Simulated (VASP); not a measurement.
# F: single point with PBEsol

Crystal: F.

```
CELL_PARAMETERS angstrom
2.75000 -1.64000 0.00000
2.75000 1.64000 0.00000
-1.53472 0.00000 7.11639
ATOMIC_POSITIONS crystal
F 0.96800 0.60200 0.09970
F 0.39800 0.03200 0.40030
F 0.03200 0.39800 0.90030
F 0.60200 0.96800 0.59970
```

```yaml
Program: VASP 6.6.1
Task: single point
Functional: PBEsol
Potentials_or_basis: VASP PAW PBE potentials, release 64 (F)
Cutoff: 520 eV
k_mesh: 6 × 6 × 4
Occupations: gaussian, width 0.1 eV
Spin: no spin polarisation
Dipole_correction: no
Further_INCAR_settings: ALGO = Normal; EDIFF = 1e-06; NBANDS = 22
```

```
Pressure               : -5.7 GPa
Largest force          : 2.114 eV/Å
Band gap on the k mesh : 1.85 eV
```

Forces on the atoms (eV/Å):
```
F   -0.139 -0.634 -2.012
F    0.139 -0.634  2.012
F    0.139  0.634  2.012
F   -0.139  0.634 -2.012
```

Stress tensor (GPa, compression positive):
```
 -0.22   0.00  -0.77
  0.00  -1.70   0.00
 -0.77   0.00 -15.15
```

Levels at points of the mesh, in eV from the valence-band top:
| k point | band 12 | band 13 | band 14 | band 15 | band 16 | band 17 |
| --- | --- | --- | --- | --- | --- | --- |
| (0.00, 0.00, 0.00) | -0.18 | -0.11 | 0.00 | 1.85 | 2.80 | 9.39 |
| (0.50, 0.00, 0.00) | -0.54 | -0.19 | -0.14 | 2.43 | 2.43 | 13.89 |
| (0.50, 0.50, 0.00) | -0.43 | -0.40 | -0.10 | 2.31 | 2.53 | 14.21 |
| (0.00, 0.00, 0.50) | -0.21 | -0.08 | -0.08 | 2.32 | 2.32 | 10.17 |
| (0.50, 0.00, 0.50) | -0.36 | -0.30 | 0.00 | 2.24 | 2.56 | 14.18 |
| (0.50, 0.50, 0.50) | -0.58 | -0.28 | -0.28 | 2.45 | 2.45 | 14.18 |

Wall time 23 s on 1 thread of AMD EPYC 9R45 96-Core Processor (Zen 5), with other jobs on the host, peak memory 0.16 GiB.

Caveat: the cell stands under tension; the PAW data sets were made with another functional, which shifts forces and pressure a little. A k mesh can miss the band edges.
